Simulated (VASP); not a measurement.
# Zr2O (P4_2/nnm) in VASP: further runs

Runs on Zr2O. Level: PBEsol. Tasks: single point.

Program: VASP 6.6.1. These are calculated values, not measurements. Logs are shortened: lines on timing, memory, paths and dates and some standing lists are left out, and cuts for length are marked.

## (1) The cell of the first run

The structure is tetragonal, space group P4_2/nnm (No. 134). Conventional cell: a = 4.656 Å, b = 4.656 Å, c = 4.944 Å, α = 90.00°, β = 90.00°, γ = 90.00°. Zr (site symmetry 2/m) has 2 O at 2.06 Å within 2.7 Å. Within 2.7 Å of O (site symmetry -42m) lie 4 Zr at 2.06 Å.

## (2) Single point, PBEsol (strain -0.030 along x and y, +0.030 along z)

INCAR

```
SYSTEM = Zr2O
ALGO = Normal
EDIFF = 1E-7
ENCUT = 520
GGA = PS
ISIF = 2
ISMEAR = 0
LASPH = .True.
LCHARG = .False.
LREAL = .False.
LWAVE = .False.
NBANDS = 39
NELM = 60
PREC = Accurate
SIGMA = 0.15
```

KPOINTS

```
k-points
0
Gamma
  10 10 10
  0 0 0
```

POSCAR

```
Zr2O
1.0
    4.6562795393      0.0000000000      0.0000000000
    0.0000000000      4.6562795393      0.0000000000
    0.0000000000      0.0000000000      4.9442968303
Zr O
4 2
Direct
    0.2500000000      0.2500000000      0.7500000000
    0.7500000000      0.2500000000      0.2500000000
    0.2500000000      0.7500000000      0.2500000000
    0.7500000000      0.7500000000      0.7500000000
    0.0000000000      0.0000000000      0.0000000000
    0.5000000000      0.5000000000      0.5000000000
```

Potentials or basis: VASP PAW PBE potentials, release 64 (Zr_sv, O).

Run with:

```sh
$ cat potpaw_PBE.64/Zr_sv/POTCAR potpaw_PBE.64/O/POTCAR > POTCAR
$ mpirun -np 1 vasp_std > vasp.out
```

OUTCAR:

```text
SYSTEM = Zr2O
   EDIFF = 1E-7
   ENCUT = 520
   GGA = PS
   ISIF = 2
   ISMEAR = 0
   LASPH = .True.
   LREAL = .False.
   NELM = 60
   PREC = Accurate

 ion  position               nearest neighbor table
   1  0.250  0.250  0.750-   5 2.06   6 2.06   4 3.29   4 3.29   4 3.29   4 3.29   3 3.40   3 3.40
                             3 3.40   3 3.40   2 3.40   2 3.40   2 3.40   2 3.40
   2  0.750  0.250  0.250-   5 2.06   6 2.06   3 3.29   3 3.29   3 3.29   3 3.29   4 3.40   1 3.40
                             4 3.40   4 3.40   1 3.40   4 3.40   1 3.40   1 3.40
   3  0.250  0.750  0.250-   5 2.06   6 2.06   2 3.29   2 3.29   2 3.29   2 3.29   4 3.40   1 3.40
                             1 3.40   1 3.40   4 3.40   4 3.40   4 3.40   1 3.40
   4  0.750  0.750  0.750-   5 2.06   6 2.06   1 3.29   1 3.29   1 3.29   1 3.29   3 3.40   2 3.40
                             2 3.40   2 3.40   3 3.40   3 3.40   3 3.40   2 3.40
   5  0.000  0.000  0.000-   1 2.06   2 2.06   3 2.06   4 2.06
   6  0.500  0.500  0.500-   1 2.06   2 2.06   3 2.06   4 2.06

  LATTYP: Found a simple tetragonal cell.
 ALAT       =     4.6562795393
 C/A-ratio  =     1.0618556701

  Lattice vectors:

 A1 = (   4.6562795393,   0.0000000000,   0.0000000000)
 A2 = (   0.0000000000,   4.6562795393,   0.0000000000)
 A3 = (   0.0000000000,   0.0000000000,   4.9442968303)

Analysis of symmetry for initial positions (statically):
=====================================================================
 Subroutine PRICEL returns:
 Original cell was already a primitive cell.

 Routine SETGRP: Setting up the symmetry group for a
 simple tetragonal supercell.

 Subroutine GETGRP returns: Found 16 space group operations
 (whereof  8 operations were pure point group operations)
 out of a pool of 16 trial point group operations.

The static configuration has the point symmetry D_2d.
 The point group associated with its full space group is D_4h.

Analysis of symmetry for dynamics (positions and initial velocities):
=====================================================================
 Subroutine PRICEL returns:
 Original cell was already a primitive cell.

 Routine SETGRP: Setting up the symmetry group for a
 simple tetragonal supercell.

 Subroutine GETGRP returns: Found 16 space group operations
 (whereof  8 operations were pure point group operations)
 out of a pool of 16 trial point group operations.

The dynamic configuration has the point symmetry D_2d.
 The point group associated with its full space group is D_4h.

 Subroutine INISYM returns: Found 16 space group operations
 (whereof  8 operations are pure point group operations),
 and found     1 'primitive' translations

----------------------------------------------------------------------------------------

                                     Primitive cell

  volume of cell :     107.1970

  direct lattice vectors                    reciprocal lattice vectors
     4.656279539  0.000000000  0.000000000     0.214763738  0.000000000  0.000000000
     0.000000000  4.656279539  0.000000000     0.000000000  0.214763738  0.000000000
     0.000000000  0.000000000  4.944296830     0.000000000  0.000000000  0.202253229

  length of vectors
     4.656279539  4.656279539  4.944296830     0.214763738  0.214763738  0.202253229

  position of ions in fractional coordinates (direct lattice)
     0.250000000  0.250000000  0.750000000
     0.750000000  0.250000000  0.250000000
     0.250000000  0.750000000  0.250000000
     0.750000000  0.750000000  0.750000000
     0.000000000  0.000000000  0.000000000
     0.500000000  0.500000000  0.500000000

  ion indices of the primitive-cell ions
   primitive index   ion index
                 1           1
                 2           2
                 3           3
                 4           4
                 5           5
                 6           6

----------------------------------------------------------------------------------------

 KPOINTS: k-points

Automatic generation of k-mesh.
 Grid dimensions read from file:
 generate k-points for:   10   10   10

 Generating k-lattice:

  Cartesian coordinates                     Fractional coordinates (reciprocal lattice)
     0.021476374  0.000000000  0.000000000     0.100000000  0.000000000  0.000000000
     0.000000000  0.021476374  0.000000000     0.000000000  0.100000000  0.000000000
     0.000000000  0.000000000  0.020225323     0.000000000  0.000000000  0.100000000

  Length of vectors
     0.021476374  0.021476374  0.020225323

  Shift w.r.t. Gamma in fractional coordinates (k-lattice)
     0.000000000  0.000000000  0.000000000

 Subroutine IBZKPT returns following result:
 ===========================================

 Found    126 irreducible k-points:

 Following reciprocal coordinates:
            Coordinates               Weight
  0.000000  0.000000  0.000000      1.000000
  0.100000  0.000000  0.000000      4.000000
  0.200000  0.000000  0.000000      4.000000
  0.300000  0.000000  0.000000      4.000000
  0.400000  0.000000  0.000000      4.000000
  0.500000  0.000000  0.000000      2.000000
[... 16 lines left out ...]
  0.100000  0.000000  0.100000      8.000000
  0.200000  0.000000  0.100000      8.000000
 [... further k-points ...]
   k-points           NKPTS =    126   k-points in BZ     NKDIM =    126   number of bands    NBANDS=     39
   number of dos      NEDOS =    301   number of ions     NIONS =      6
   total plane-waves  NPLWV =  51840
   dimension x,y,z NGX =    36 NGY =   36 NGZ =   40
   dimension x,y,z NGXF=    72 NGYF=   72 NGZF=   80
   ions per type =               4   2
   NGX,Y,Z   is equivalent  to a cutoff of  12.85, 12.85, 13.45 a.u.
   NGXF,Y,Z  is equivalent  to a cutoff of  25.71, 25.71, 26.90 a.u.
 SYSTEM =  Zr2O
   PREC   = accura    normal or accurate (medium, high low for compatibility)
   ISTART =      0    job   : 0-new  1-cont  2-samecut
   ICHARG =      2    charge: 1-file 2-atom 10-const
   ISPIN  =      1    spin polarized calculation?
   LNONCOLLINEAR =      F non collinear calculations
   LSORBIT =      F    spin-orbit coupling
   LASPH  =      T    aspherical Exc in radial PAW
   ENCUT  =  520.0 eV  38.22 Ry    6.18 a.u.   8.66  8.66  9.19*2*pi/ulx,y,z
   NELM   =     60;   NELMIN=  2; NELMDL= -5     # of ELM steps
   EDIFF  = 0.1E-06   stopping-criterion for ELM
   LREAL  =      F    real-space projection
   EDIFFG = 0.1E-05   stopping-criterion for IOM
   NSW    =      0    number of steps for IOM
   IBRION =     -1    ionic relax: 0-MD 1-quasi-New 2-CG
   NFREE  =      0    steps in history (QN), initial steepest desc. (CG)
   ISIF   =      2    stress and relaxation
   ISYM   =      2    0-nonsym 1-usesym 2-fastsym
   POTIM  = 0.5000    time-step for ionic-motion
   TEBEG  =    0.0;   TEEND  =   0.0 temperature during run
   PSTRESS=    0.0 pullay stress
   NELECT =      60.0000    total number of electrons
   NUPDOWN=      -1.0000    fix difference up-down
   EMIN   =  10.00;   EMAX   =-10.00  energy-range for DOS
   EFERMI =   0.00;   METHOD = LEGACY
   ISMEAR =     0;   SIGMA  =   0.15  broadening in eV -4-tet -1-fermi 0-gaus
   EFERMI_NEDOS =   21; number of points for ismear=-14 and -15
   IALGO  =     38    algorithm
   IMIX   =      4    mixing-type and parameters
     AMIX     =   0.40;   BMIX     =  1.00
     AMIX_MAG =   1.60;   BMIX_MAG =  1.00
  volume/ion in A,a.u.               =      17.87       120.57
  Fermi-wavevector in a.u.,A,eV,Ry     =   1.349163  2.549548 24.765874  1.820240
  Thomas-Fermi vector in A             =   2.476772
   LORBIT       =      0    0 simple, 1 ext, 2 COOP (PROOUT), +10 PAW based schemes
   GGA     = PS    functional components
   LHFCALC =     F    Hartree Fock is set to
   AEXX    =    0.0000 exact exchange contribution
   IVDW    =     0    specifies the selected vdW correction
   LEPSILON=     F    determine dielectric tensor
   LRPA    =     F    only Hartree local field effects (RPA)
 non-spin polarized calculation
 Gauss-broadening in eV      SIGMA  =   0.15
  energy-cutoff  :      520.00
  volume of cell :      107.20
 maximum number of plane-waves:      2912
 NGX is ok and might be reduce to    36
   NGX = 17   NGY = 17   NGZ = 19

 number of electron      60.0000006 magnetization

 Free energy of the ion-electron system (eV)
  ---------------------------------------------------
  ext. energy  EPLUGINS =         0.00000000
  ---------------------------------------------------
  free energy    TOTEN  =       -56.50801903 eV

  energy without entropy =      -56.41265522  energy(sigma->0) =      -56.46033712

 E-fermi :   8.6419     XC(G=0): -11.2431

 val. band max:        8.6393513880   @ k =   0.3000   0.2000   0.2000
 cond. band min:       8.6422517185   @ k =   0.5000   0.3000   0.4000
 fundamental gap:      0.0029003305
 Fermi energy:         8.6418862957

 k-point     1 :       0.0000    0.0000    0.0000
  band No.  band energies     occupation
      1     -40.3424      2.00000
      2     -40.2298      2.00000
      3     -40.2073      2.00000
      4     -40.2073      2.00000
      5     -19.9262      2.00000
      6     -18.6568      2.00000
[... 31 lines left out ...]
     38      12.7068      0.00000
     39      12.7141      0.00000

 k-point     2 :       0.1000    0.0000    0.0000
  band No.  band energies     occupation
      1     -40.3391      2.00000
      2     -40.2293      2.00000
      3     -40.2106      2.00000
      4     -40.2078      2.00000
      5     -19.8991      2.00000
      6     -18.6526      2.00000
[... 31 lines left out ...]
     38      12.6273      0.00000
     39      12.6616      0.00000

 k-point     3 :       0.2000    0.0000    0.0000
  band No.  band energies     occupation
      1     -40.3296      2.00000
      2     -40.2276      2.00000
      3     -40.2202      2.00000
      4     -40.2093      2.00000
      5     -19.8192      2.00000
      6     -18.7269      2.00000
[... 832 lines left out ...]
 k-point    23 :       0.1000    0.0000    0.1000
  band No.  band energies     occupation
      1     -40.3364      2.00000
      2     -40.2320      2.00000
      3     -40.2105      2.00000
      4     -40.2079      2.00000
      5     -19.8744      2.00000
      6     -18.7039      2.00000
[... 31 lines left out ...]
     38      12.4563      0.00000
     39      12.4807      0.00000

 k-point    24 :       0.2000    0.0000    0.1000
  band No.  band energies     occupation
      1     -40.3271      2.00000
      2     -40.2302      2.00000
      3     -40.2199      2.00000
      4     -40.2096      2.00000
      5     -19.7979      2.00000
      6     -18.7744      2.00000
[... 31 lines left out ...]
     38      12.1149      0.00000
     39      12.2247      0.00000

 [... further k-points ...]

------------------------ aborting loop because EDIFF is reached ----------------------------------------

  FORCE on cell =-STRESS in cart. coord.  units (eV):
  Direction    XX          YY          ZZ          XY          YZ          ZX
  --------------------------------------------------------------------------------------
  -------------------------------------------------------------------------------------
  Total        3.9253767      3.9253767      1.7559585      0.0000000      0.0000000      0.0000000
  in kB       58.6690832     58.6690832     26.2447361      0.0000000      0.0000000      0.0000000
  external PRESSURE =      47.8609675 kB  Pullay stress =       0.0000000 kB

 VOLUME and BASIS-vectors are now :
 -----------------------------------------------------------------------------
  energy-cutoff  :      520.00
  volume of cell :      107.20
      direct lattice vectors                 reciprocal lattice vectors
     4.656279539  0.000000000  0.000000000     0.214763738  0.000000000  0.000000000
     0.000000000  4.656279539  0.000000000     0.000000000  0.214763738  0.000000000
     0.000000000  0.000000000  4.944296830     0.000000000  0.000000000  0.202253229

 POSITION                                       TOTAL-FORCE (eV/Angst)
 -----------------------------------------------------------------------------------
      1.16407      1.16407      3.70822        -0.000000      0.000000      0.000000
      3.49221      1.16407      1.23607        -0.000000      0.000000     -0.000000
      1.16407      3.49221      1.23607         0.000000     -0.000000      0.000000
      3.49221      3.49221      3.70822         0.000000     -0.000000      0.000000
      0.00000      0.00000      0.00000        -0.000000      0.000000      0.000000
      2.32814      2.32814      2.47215        -0.000000      0.000000      0.000000
 -----------------------------------------------------------------------------------
    total drift:                                0.000000     -0.000000      0.000000

  FREE ENERGIE OF THE ION-ELECTRON SYSTEM (eV)
  ---------------------------------------------------
  free  energy   TOTEN  =       -56.5080190266 eV

  energy  without entropy=      -56.4126552167  energy(sigma->0) =      -56.46033712
```

Wall time 6.6 min (1 thread of Intel Xeon Platinum 8259CL at 2.50GHz (Skylake/Cascade Lake), shared host); peak memory 0.49 GiB.

What came out:

* Free energy: -56.5080 eV
* Pressure: 4.8 GPa
* Band gap on the k mesh: zero (band 30 reaches 9.12 eV, above the bottom of band 31 at 8.36 eV)

Levels at points of the mesh, in eV from the Fermi level:
```tsv
k point	band 28	band 29	band 30	band 31	band 32	band 33
(0.00, 0.00, 0.00)	-1.94	-1.69	-1.69	1.79	2.06	2.23
(0.50, 0.00, 0.00)	-0.68	-0.21	-0.21	-0.13	-0.13	1.36
(0.50, 0.50, 0.00)	-1.43	-0.04	-0.04	0.24	0.24	0.85
(0.00, 0.00, 0.50)	-0.64	-0.42	-0.42	-0.28	-0.28	0.94
(0.50, 0.00, 0.50)	-1.41	0.05	0.05	0.13	0.13	0.85
(0.50, 0.50, 0.50)	-0.12	0.43	0.47	0.47	0.91	1.46
```

Caveat: the cell differs from its parent crystal (strain -0.030 along x and y, +0.030 along z); the PAW data sets were made with another functional, which shifts forces and pressure a little.

## (3) Single point, PBEsol (strain +0.030 along x and y, -0.030 along z)

INCAR

```
  PREC = Accurate
  ENCUT = 520
  EDIFF = 1E-6
  ISMEAR = 0
  SIGMA = 0.15
  LREAL = F
  LASPH = T
  NELM = 60
  ALGO = Normal
  ISIF = 2
  LWAVE = F
  LCHARG = T
  GGA = PS
  LELF = T
  LVHAR = T
  NBANDS = 39
```

KPOINTS

```
regular mesh
0
Gamma
  10 10 10
```

POSCAR: that of step 2 with these lines changed.

```diff
@@ -2,5 +2,5 @@
 1.0
-    4.6562795393      0.0000000000      0.0000000000
-    0.0000000000      4.6562795393      0.0000000000
-    0.0000000000      0.0000000000      4.9442968303
+    4.9442968303      0.0000000000      0.0000000000
+    0.0000000000      4.9442968303      0.0000000000
+    0.0000000000      0.0000000000      4.6562795393
 Zr O
```

Potentials or basis: VASP PAW PBE potentials, release 64 (Zr_sv, O).

Run with:

```sh
$ cat potpaw_PBE.64/Zr_sv/POTCAR potpaw_PBE.64/O/POTCAR > POTCAR
$ mpirun -np 1 vasp_std > vasp.out
```

It took 7.2 min on 1 thread of Oxide Virtual Turin-like, shared host; peak memory 0.49 GiB.

The run converged. Its results:

```yaml
Free_energy: -56.5327 eV
Pressure: -3.8 GPa
Band_gap_on_the_k_mesh: zero (band 30 reaches 8.57 eV, above the bottom of band 31 at 7.80 eV)
```

Stress tensor (GPa, compression positive):
```
-4.78  0.00  0.00
 0.00 -4.78  0.00
 0.00  0.00 -1.92
```

Levels at points of the mesh, in eV from the Fermi level:
| k point | band 28 | band 29 | band 30 | band 31 | band 32 | band 33 |
| --- | --- | --- | --- | --- | --- | --- |
| (0.00, 0.00, 0.00) | -1.71 | -1.71 | -1.47 | 1.59 | 1.97 | 2.01 |
| (0.50, 0.00, 0.00) | -0.64 | -0.28 | -0.28 | -0.21 | -0.21 | 1.01 |
| (0.50, 0.50, 0.00) | -1.39 | 0.08 | 0.08 | 0.12 | 0.12 | 0.83 |
| (0.00, 0.00, 0.50) | -0.66 | -0.15 | -0.15 | -0.08 | -0.08 | 1.43 |
| (0.50, 0.00, 0.50) | -1.40 | 0.00 | 0.00 | 0.19 | 0.19 | 0.81 |
| (0.50, 0.50, 0.50) | -0.08 | 0.32 | 0.45 | 0.73 | 0.73 | 1.38 |

Caveat: the cell differs from its parent crystal (strain +0.030 along x and y, -0.030 along z); the PAW data sets were made with another functional, which shifts forces and pressure a little.
